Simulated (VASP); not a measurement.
Set up this calculation in VASP 6.6.1, as the native input.

- Task: single point
- Functional: PBEsol
- Potentials or basis: VASP PAW PBE potentials, release 64 (Co, O)
- Cutoff: 520 eV
- k mesh: 8 × 8 × 8
- Occupations: gaussian, width 0.05 eV
- Spin: collinear spin, ferromagnetic start
- Starting moments: [2.76, 0.32] μB
- Hubbard terms: Co d U = 1.0 eV
- Dipole correction: no
- Further INCAR settings: ALGO = Normal; EDIFF = 1e-07; NBANDS = 18

The structure of CoO lies in POSCAR:

```
CoO
1.0
    0.0000000000      2.1315016600      2.1315016600
    2.1315016600      0.0000000000      2.1315016600
    2.1315016600      2.1315016600      0.0000000000
Co O
1 1
Direct
    0.0000000000      0.0000000000      0.0000000000
    0.5000000000      0.5000000000      0.5000000000
```

One way to write it, as run:

INCAR

```
SYSTEM = CoO
  ALGO = Normal
  EDIFF = 1E-7
  ENCUT = 520
  GGA = PS
  ISIF = 2
  ISMEAR = 0
  ISPIN = 2
  LASPH = .True.
  LCHARG = .False.
  LDAU = .True.
  LDAUJ = 0 0
  LDAUL = 2 -1
  LDAUPRINT = 1
  LDAUTYPE = 2
  LDAUU = 1 0
  LMAXMIX = 4
  LORBIT = 11
  LREAL = .False.
  LWAVE = .False.
  MAGMOM = 2.76 0.32
  NBANDS = 18
  NELM = 150
  PREC = Accurate
  SIGMA = 0.05
```

KPOINTS

```
k-points
0
Gamma
  8 8 8
  0 0 0
```

Potentials or basis: VASP PAW PBE potentials, release 64 (Co, O).

The run is started by

```console
$ cat potpaw_PBE.64/Co/POTCAR potpaw_PBE.64/O/POTCAR > POTCAR
$ mpirun -np 1 vasp_std > vasp.out
```

It gave:

| Quantity | Value |
| --- | --- |
| Pressure | -11.0 GPa |
| Band gap on the k mesh | zero (filled and empty bands overlap) |
| Net moment | 3.00 μB per cell |
| Site moments | Co +2.65; O +0.31 μB |
| Valence electrons inside the program's atomic spheres | Co 7.79; O 4.96 |

Caveat: the PAW data sets were made with another functional, which shifts forces and pressure a little; a cell with one magnetic atom can't hold antiferromagnetic order, which such compounds often take.

Run time: 39 s on 1 thread of Intel(R) Xeon(R) Platinum 8375C CPU @ 2.90GHz (Ice Lake), with other jobs on the host, peak memory 0.15 GiB.
